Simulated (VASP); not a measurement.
Wanted: the native input for a VASP 6.6.1 run.

```yaml
Task: relaxation of cell and atoms
Functional: PBE
Potentials_or_basis: VASP PAW PBE potentials, release 64 (Mg, F)
Cutoff: 600 eV
k_mesh: 6 × 6 × 8
Occupations: gaussian, width 0.02 eV
Spin: no spin polarisation
Dipole_correction: no
Further_INCAR_settings: ALGO = Normal; EDIFF = 1e-07; IBRION = 2; EDIFFG = -0.005; NSW = 100; ISIF = 3
```

The structure of MgF2 lies in POSCAR:

```
MgF2
1.0
    4.6213000000      0.0000000000      0.0000000000
    0.0000000000      4.6213000000      0.0000000000
    0.0000000000      0.0000000000      3.0159000000
Mg F
2 4
Direct
    0.0000000000      0.0000000000      0.0000000000
    0.5000000000      0.5000000000      0.5000000000
    0.3028000000      0.3028000000      0.0000000000
    0.1972000000      0.8028000000      0.5000000000
    0.6972000000      0.6972000000      0.0000000000
    0.8028000000      0.1972000000      0.5000000000
```

One way to write it, as run:

INCAR

```
SYSTEM = MgF2
PREC = Accurate
ENCUT = 600
EDIFF = 1E-7
ISMEAR = 0
SIGMA = 0.02
LREAL = .FALSE.
LASPH = .TRUE.
NELM = 120
ALGO = Normal
ISIF = 3
LWAVE = .FALSE.
LCHARG = .FALSE.
GGA = PE
IBRION = 2
NSW = 100
EDIFFG = -0.005
GGA_COMPAT = .FALSE.
NELMIN = 4
```

KPOINTS

```
regular mesh
0
G
  6 6 8
  0 0 0
```

Potentials or basis: VASP PAW PBE potentials, release 64 (Mg, F).

The run is started by

```console
$ cat potpaw_PBE.64/Mg/POTCAR potpaw_PBE.64/F/POTCAR > POTCAR
$ mpirun -np 1 vasp_std > vasp.out
```

Results of the run:

* Relaxed volume: 11.27 Å³/atom
* Relaxed cell: a = 4.684 Å, b = 4.684 Å, c = 3.082 Å, α = 90.00°, β = 90.00°, γ = 90.00°
* Space group after relaxing (to 0.1 Å): P4_2/mnm (No. 136)
* Energy gained by relaxing: 8.5 meV/atom
* Ionic steps: 5
* Pressure after relaxing: 0.0 GPa
* Band gap on the k mesh: 6.86 eV

Wall time 100 s on 1 thread of Intel(R) Xeon(R) Platinum 8488C (Sapphire Rapids), with other jobs on the host, peak memory 0.24 GiB.
